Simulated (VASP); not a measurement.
# SiC (Fm-3m) in VASP: a series of runs

Runs on SiC. Level: PBEsol. Tasks: single point.

Everything below comes from runs of VASP 6.6.1. Logs are shortened: lines on timing, memory, paths and dates and some standing lists are left out, and cuts for length are marked.

## (1) The cell of the first run

It takes space group Fm-3m (No. 225, cubic). Conventional cell: a = 4.239 Å, b = 4.239 Å, c = 4.239 Å, α = 90.00°, β = 90.00°, γ = 90.00°. Within 2.8 Å of Si (site symmetry m-3m) lie 6 C at 2.12 Å. C (site symmetry m-3m) has 6 Si at 2.12 Å within 2.8 Å.

## (2) Single point, PBEsol

INCAR reads:

```
PREC     = Accurate       # precision mode
ENCUT    = 520            # plane-wave cutoff, eV
EDIFF    = 1E-6           # SCF threshold, eV
ISMEAR   = 0              # smearing method
SIGMA    = 0.1            # smearing width, eV
LREAL    = False          # projectors in reciprocal space
LASPH    = True           # aspherical terms in the spheres
NELM     = 100            # most SCF steps
ALGO     = Normal         # electronic algorithm
ISIF     = 2              # what is computed and relaxed
LWAVE    = False          # write WAVECAR
LCHARG   = True           # write CHGCAR
GGA      = PS             # functional
LELF     = True           # ELF
LVHAR    = True         
NBANDS   = 11             # bands
```

KPOINTS reads:

```
regular mesh
0
Gamma
  8 8 8
```

POSCAR reads:

```
SiC
1.0
    0.0000000000      2.1192710500      2.1192710500
    2.1192710500      0.0000000000      2.1192710500
    2.1192710500      2.1192710500      0.0000000000
Si C
1 1
Direct
    0.0000000000      0.0000000000      0.0000000000
    0.5000000000      0.5000000000      0.5000000000
```

Potentials or basis: VASP PAW PBE potentials, release 64 (Si, C).

Command:

```bash
$ cat potpaw_PBE.64/Si/POTCAR potpaw_PBE.64/C/POTCAR > POTCAR
$ mpirun -np 1 vasp_std > vasp.out
```

OUTCAR:

```text
PREC = Accurate
   ENCUT = 520
   EDIFF = 1E-6
   ISMEAR = 0
   LREAL = False
   LASPH = True
   NELM = 100
   ISIF = 2
   GGA = PS

 ion  position               nearest neighbor table
   1  0.000  0.000  0.000-   2 2.12   2 2.12   2 2.12   2 2.12   2 2.12   2 2.12
   2  0.500  0.500  0.500-   1 2.12   1 2.12   1 2.12   1 2.12   1 2.12   1 2.12

  LATTYP: Found a face centered cubic cell.
 ALAT       =     4.2385421000

  Lattice vectors:

 A1 = (   0.0000000000,   2.1192710500,   2.1192710500)
 A2 = (   2.1192710500,   0.0000000000,   2.1192710500)
 A3 = (   2.1192710500,   2.1192710500,   0.0000000000)

Analysis of symmetry for initial positions (statically):
=====================================================================
 Subroutine PRICEL returns:
 Original cell was already a primitive cell.

 Routine SETGRP: Setting up the symmetry group for a
 face centered cubic supercell.

 Subroutine GETGRP returns: Found 48 space group operations
 (whereof 48 operations were pure point group operations)
 out of a pool of 48 trial point group operations.

The static configuration has the point symmetry O_h .

Analysis of symmetry for dynamics (positions and initial velocities):
=====================================================================
 Subroutine PRICEL returns:
 Original cell was already a primitive cell.

 Routine SETGRP: Setting up the symmetry group for a
 face centered cubic supercell.

 Subroutine GETGRP returns: Found 48 space group operations
 (whereof 48 operations were pure point group operations)
 out of a pool of 48 trial point group operations.

The dynamic configuration has the point symmetry O_h .

 Subroutine INISYM returns: Found 48 space group operations
 (whereof 48 operations are pure point group operations),
 and found     1 'primitive' translations

----------------------------------------------------------------------------------------

                                     Primitive cell

  volume of cell :      19.0366

  direct lattice vectors                    reciprocal lattice vectors
     0.000000000  2.119271050  2.119271050    -0.235930180  0.235930180  0.235930180
     2.119271050  0.000000000  2.119271050     0.235930180 -0.235930180  0.235930180
     2.119271050  2.119271050  0.000000000     0.235930180  0.235930180 -0.235930180

  length of vectors
     2.997101861  2.997101861  2.997101861     0.408643059  0.408643059  0.408643059

  position of ions in fractional coordinates (direct lattice)
     0.000000000  0.000000000  0.000000000
     0.500000000  0.500000000  0.500000000

  ion indices of the primitive-cell ions
   primitive index   ion index
                 1           1
                 2           2

----------------------------------------------------------------------------------------

 KPOINTS: regular mesh

Automatic generation of k-mesh.
 Grid dimensions read from file:
 generate k-points for:    8    8    8

 Generating k-lattice:

  Cartesian coordinates                     Fractional coordinates (reciprocal lattice)
    -0.029491272  0.029491272  0.029491272     0.125000000  0.000000000  0.000000000
     0.029491272 -0.029491272  0.029491272     0.000000000  0.125000000  0.000000000
     0.029491272  0.029491272 -0.029491272     0.000000000  0.000000000  0.125000000

  Length of vectors
     0.051080382  0.051080382  0.051080382

  Shift w.r.t. Gamma in fractional coordinates (k-lattice)
     0.000000000  0.000000000  0.000000000

 Subroutine IBZKPT returns following result:
 ===========================================

 Found     29 irreducible k-points:

 Following reciprocal coordinates:
            Coordinates               Weight
  0.000000  0.000000  0.000000      1.000000
  0.125000  0.000000  0.000000      8.000000
  0.250000  0.000000  0.000000      8.000000
  0.375000  0.000000  0.000000      8.000000
  0.500000  0.000000  0.000000      4.000000
  0.125000  0.125000  0.000000      6.000000
[... 16 lines left out ...]
  0.500000  0.250000  0.125000     48.000000
 -0.375000  0.250000  0.125000     24.000000
 [... further k-points ...]
   k-points           NKPTS =     29   k-points in BZ     NKDIM =     29   number of bands    NBANDS=     11
   number of dos      NEDOS =    301   number of ions     NIONS =      2
   total plane-waves  NPLWV =  13824
   dimension x,y,z NGX =    24 NGY =   24 NGZ =   24
   dimension x,y,z NGXF=    48 NGYF=   48 NGZF=   48
   ions per type =               1   1
   NGX,Y,Z   is equivalent  to a cutoff of  13.31, 13.31, 13.31 a.u.
   NGXF,Y,Z  is equivalent  to a cutoff of  26.63, 26.63, 26.63 a.u.
 SYSTEM =  unknown system
   PREC   = accura    normal or accurate (medium, high low for compatibility)
   ISTART =      0    job   : 0-new  1-cont  2-samecut
   ICHARG =      2    charge: 1-file 2-atom 10-const
   ISPIN  =      1    spin polarized calculation?
   LNONCOLLINEAR =      F non collinear calculations
   LSORBIT =      F    spin-orbit coupling
   LASPH  =      T    aspherical Exc in radial PAW
   ENCUT  =  520.0 eV  38.22 Ry    6.18 a.u.   5.57  5.57  5.57*2*pi/ulx,y,z
   NELM   =    100;   NELMIN=  2; NELMDL= -5     # of ELM steps
   EDIFF  = 0.1E-05   stopping-criterion for ELM
   LREAL  =      F    real-space projection
   EDIFFG = 0.1E-04   stopping-criterion for IOM
   NSW    =      0    number of steps for IOM
   IBRION =     -1    ionic relax: 0-MD 1-quasi-New 2-CG
   NFREE  =      0    steps in history (QN), initial steepest desc. (CG)
   ISIF   =      2    stress and relaxation
   ISYM   =      2    0-nonsym 1-usesym 2-fastsym
   POTIM  = 0.5000    time-step for ionic-motion
   TEBEG  =    0.0;   TEEND  =   0.0 temperature during run
   PSTRESS=    0.0 pullay stress
   NELECT =       8.0000    total number of electrons
   NUPDOWN=      -1.0000    fix difference up-down
   EMIN   =  10.00;   EMAX   =-10.00  energy-range for DOS
   EFERMI =   0.00;   METHOD = LEGACY
   ISMEAR =     0;   SIGMA  =   0.10  broadening in eV -4-tet -1-fermi 0-gaus
   EFERMI_NEDOS =   21; number of points for ismear=-14 and -15
   IALGO  =     38    algorithm
   IMIX   =      4    mixing-type and parameters
     AMIX     =   0.40;   BMIX     =  1.00
     AMIX_MAG =   1.60;   BMIX_MAG =  1.00
  volume/ion in A,a.u.               =       9.52        64.23
  Fermi-wavevector in a.u.,A,eV,Ry     =   1.226239  2.317255 20.458552  1.503661
  Thomas-Fermi vector in A             =   2.361247
   LORBIT       =      0    0 simple, 1 ext, 2 COOP (PROOUT), +10 PAW based schemes
   GGA     = PS    functional components
   LHFCALC =     F    Hartree Fock is set to
   AEXX    =    0.0000 exact exchange contribution
   IVDW    =     0    specifies the selected vdW correction
   LEPSILON=     F    determine dielectric tensor
   LRPA    =     F    only Hartree local field effects (RPA)
 non-spin polarized calculation
 Gauss-broadening in eV      SIGMA  =   0.10
  energy-cutoff  :      520.00
  volume of cell :       19.04
 maximum number of plane-waves:       531
 NGX is ok and might be reduce to    24
   NGX = 11   NGY = 11   NGZ = 11

 number of electron       7.9999999 magnetization

 Free energy of the ion-electron system (eV)
  ---------------------------------------------------
  ext. energy  EPLUGINS =         0.00000000
  ---------------------------------------------------
  free energy    TOTEN  =       -14.36050883 eV

  energy without entropy =      -14.35615909  energy(sigma->0) =      -14.35833396

 E-fermi :  10.1350     XC(G=0): -12.1865

 val. band max:       10.1142902233   @ k =  -0.2500   0.1250   0.0000
 cond. band min:      10.1432531482   @ k =   0.1250   0.0000   0.0000
 fundamental gap:      0.0289629248
 Fermi energy:        10.1350097878

 k-point     1 :       0.0000    0.0000    0.0000
  band No.  band energies     occupation
      1      -6.6263      2.00000
      2      10.3018      0.01837
      3      10.3018      0.01837
      4      10.3018      0.01837
      5      15.5258      0.00000
      6      19.1449      0.00000
      7      19.1449      0.00000
      8      19.1449      0.00000
      9      21.3959      0.00000
     10      21.3959      0.00000
     11      21.3959      0.00000

 k-point     2 :       0.1250    0.0000    0.0000
  band No.  band energies     occupation
      1      -6.2810      2.00000
      2       8.5120      2.00000
      3      10.1433      0.90719
      4      10.1433      0.90719
      5      16.1427      0.00000
      6      18.7078      0.00000
      7      18.9805      0.00000
      8      18.9805      0.00000
      9      20.2859      0.00000
     10      20.2859      0.00000
     11      21.2376      0.00000

 k-point     3 :       0.2500    0.0000    0.0000
  band No.  band energies     occupation
      1      -5.2555      2.00000
      2       5.2271      2.00000
      3       9.8418      1.99997
      4       9.8418      1.99997
      5      15.8973      0.00000
      6      16.9365      0.00000
      7      16.9365      0.00000
      8      19.0789      0.00000
      9      21.3107      0.00000
     10      22.1852      0.00000
     11      22.1852      0.00000

 k-point     4 :       0.3750    0.0000    0.0000
  band No.  band energies     occupation
      1      -3.6012      2.00000
      2       1.9648      2.00000
      3       9.6299      2.00000
      4       9.6299      2.00000
      5      15.4645      0.00000
      6      15.4961      0.00000
      7      15.4961      0.00000
      8      18.6503      0.00000
      9      22.8418      0.00000
     10      25.0390      0.00000
     11      25.0390      0.00000
[... 239 lines left out ...]
 k-point    22 :       0.3750    0.2500    0.1250
  band No.  band energies     occupation
      1      -4.3595      2.00000
      2       5.2776      2.00000
      3       6.8136      2.00000
      4       9.0544      2.00000
      5      13.5105      0.00000
      6      17.1071      0.00000
      7      17.7614      0.00000
      8      19.5386      0.00000
      9      21.6831      0.00000
     10      25.1222      0.00000
     11      26.1042      0.00000

 k-point    23 :       0.5000    0.2500    0.1250
  band No.  band energies     occupation
      1      -2.7462      2.00000
      2       2.7095      2.00000
      3       6.1257      2.00000
      4       7.9978      2.00000
      5      13.5431      0.00000
      6      16.4111      0.00000
      7      18.5034      0.00000
      8      20.2034      0.00000
      9      22.5308      0.00000
     10      25.8223      0.00000
     11      26.9880      0.00000

 k-point    24 :      -0.3750    0.2500    0.1250
  band No.  band energies     occupation
      1      -1.2354      2.00000
      2       0.7211      2.00000
      3       6.1549      2.00000
      4       7.4037      2.00000
      5      13.6671      0.00000
      6      15.8235      0.00000
      7      19.0595      0.00000
      8      21.3385      0.00000
      9      23.1180      0.00000
     10      24.1629      0.00000
     11      27.9106      0.00000

 [... further k-points ...]

------------------------ aborting loop because EDIFF is reached ----------------------------------------

  FORCE on cell =-STRESS in cart. coord.  units (eV):
  Direction    XX          YY          ZZ          XY          YZ          ZX
  --------------------------------------------------------------------------------------
  -------------------------------------------------------------------------------------
  Total       -3.0368472     -3.0368472     -3.0368472     -0.0000000     -0.0000000      0.0000000
  in kB     -255.5900927   -255.5900927   -255.5900927     -0.0000000     -0.0000000      0.0000000
  external PRESSURE =    -255.5900927 kB  Pullay stress =       0.0000000 kB

 VOLUME and BASIS-vectors are now :
 -----------------------------------------------------------------------------
  energy-cutoff  :      520.00
  volume of cell :       19.04
      direct lattice vectors                 reciprocal lattice vectors
     0.000000000  2.119271050  2.119271050    -0.235930180  0.235930180  0.235930180
     2.119271050  0.000000000  2.119271050     0.235930180 -0.235930180  0.235930180
     2.119271050  2.119271050  0.000000000     0.235930180  0.235930180 -0.235930180

 POSITION                                       TOTAL-FORCE (eV/Angst)
 -----------------------------------------------------------------------------------
      0.00000      0.00000      0.00000        -0.000000      0.000000      0.000000
      2.11927      2.11927      2.11927         0.000000     -0.000000     -0.000000
 -----------------------------------------------------------------------------------
    total drift:                               -0.000000     -0.000000      0.000000

  FREE ENERGIE OF THE ION-ELECTRON SYSTEM (eV)
  ---------------------------------------------------
  free  energy   TOTEN  =       -14.3605088295 eV

  energy  without entropy=      -14.3561590938  energy(sigma->0) =      -14.35833396
```

Wall time 4.2 s (1 thread of Intel Xeon 6975P-C (Granite Rapids), shared host); peak memory 0.13 GiB.

Results:

```
Free energy            : -14.3605 eV
Pressure               : -25.6 GPa
Band gap on the k mesh : zero (band 4 reaches 10.46 eV, above the bottom of band 5 at 8.58 eV)
```

Caveat: the PAW data sets were made with another functional, which shifts forces and pressure a little.

## (3) Single point, PBEsol

This run uses another cell than the first one, of 8.21 Å³/atom, 0.862 times its volume.

INCAR reads:

```
SYSTEM = SiC
ALGO = Normal
EDIFF = 1E-7
ENCUT = 520
GGA = PS
ISIF = 2
ISMEAR = 0
LASPH = .TRUE.
LCHARG = .FALSE.
LREAL = .FALSE.
LWAVE = .FALSE.
NBANDS = 11
NELM = 100
PREC = Accurate
SIGMA = 0.1
```

KPOINTS reads:

```
k-points
0
G
  18 18 18
  0 0 0
```

POSCAR reads:

```
SiC
1.0
    0.0000000000      2.0171625861      2.0171625861
    2.0171625861      0.0000000000      2.0171625861
    2.0171625861      2.0171625861      0.0000000000
Si C
1 1
Direct
    0.0000000000      0.0000000000      0.0000000000
    0.5000000000      0.5000000000      0.5000000000
```

Potentials or basis: VASP PAW PBE potentials, release 64 (Si, C).

Command:

```bash
$ cat potpaw_PBE.64/Si/POTCAR potpaw_PBE.64/C/POTCAR > POTCAR
$ mpirun -np 1 vasp_std > vasp.out
```

Run time: 22 s. Hardware: 1 thread of Intel Xeon 6975P-C (Granite Rapids), shared host; peak memory 0.15 GiB.

It converged, with:

* Free energy: -14.6030 eV
* Pressure: 0.6 GPa
* Band gap on the k mesh: zero (band 4 reaches 12.61 eV, above the bottom of band 5 at 11.66 eV)

Levels at points of the mesh, in eV from the Fermi level:
```tsv
k point	band 1	band 2	band 3	band 4	band 5	band 6	band 7	band 8	band 9
(0.00, 0.00, 0.00)	-18.55	0.07	0.07	0.07	7.76	8.93	8.93	8.93	12.85
(0.50, 0.00, 0.00)	-13.30	-11.61	-1.02	-1.02	5.32	5.32	5.99	9.73	14.91
(0.50, 0.50, 0.00)	-11.49	-9.90	-4.31	-4.31	-0.80	2.42	15.01	15.01	15.24
```

Caveat: the PAW data sets were made with another functional, which shifts forces and pressure a little.
